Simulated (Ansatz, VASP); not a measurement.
Mg: VASP beside Ansatz

The input POSCAR:

```
Mg
1.0
    2.8977848105      0.0000000000      0.0000000000
   -1.4488924053      2.5095552606      0.0000000000
    0.0000000000      0.0000000000      3.0448375700
Mg
1
Direct
    0.0000000000      0.0000000000      0.0000000000
```

INCAR.step1

```
ALGO = Normal
EDIFF = 1E-4
ENCUT = 520
GGA = PE
ISMEAR = 0
LASPH = True
LCHARG = False
LREAL = False
LWAVE = True
NBANDS = 7
NELM = 60
PREC = Accurate
SIGMA = 0.15
```

INCAR.step2

```
ALGO = Normal
EDIFF = 1E-6
ENCUT = 520
ISIF = 2
ISMEAR = 0
ISTART = 1
LASPH = True
LCHARG = True
LELF = True
LMIXTAU = True
LREAL = False
LVHAR = True
LWAVE = False
METAGGA = R2SCAN
NBANDS = 7
NELM = 60
PREC = Accurate
SIGMA = 0.15
```

File KPOINTS:

```
k-points
0
Gamma
  18 18 16
```

Input for Ansatz:

```yaml
crystal:
  lattice:
    - [2.8977848105, 0.0, 0.0]
    - [-1.4488924053, 2.5095552606, 0.0]
    - [0.0, 0.0, 3.04483757]
  atoms:
    - { symbol: Mg, position: [0.0, 0.0, 0.0] }
basis:
  ecutwfc: 500
kpoints:
  mp_grid: { grid: [18, 18, 16] }
hamiltonian:
  xc: r2scan
scf:
  occupations: { method: gaussian, width: 0.15 }
output:
  forces: true
  stress: true
  eigenvalues: true
```

Change from the starting cell: strain -0.050 along x and y, +0.000 along z, atoms carried along.

Alike in both runs: task single point; functional r2SCAN; k mesh 18 × 18 × 16; occupations gaussian, width 0.15 eV; no spin polarisation.

```csv
,VASP,Ansatz
version,VASP 6.6.1,Ansatz 0.2.0
potentials or method,"VASP PAW PBE potentials, release 64 (Mg), cutoff 520 eV","scalar-relativistic, plane waves, PAW"
valence electrons in the cell,2,10
```

```csv
,VASP,Ansatz,Ansatz less VASP
gap on the k mesh at the Fermi level (eV),none,none,-
pressure (GPa),5.3,5.5,+0.21
"traceless stress, the component that is largest in VASP (GPa)",-5.13,-5.21,-0.080
```

VASP's potentials were made for PBE, not for r2SCAN. A gap of «none» marks a metal or a gap that the smearing closes. VASP's potentials hold 2 valence electrons a cell and Ansatz's 10, so a difference there can come from the potentials and not from the codes.
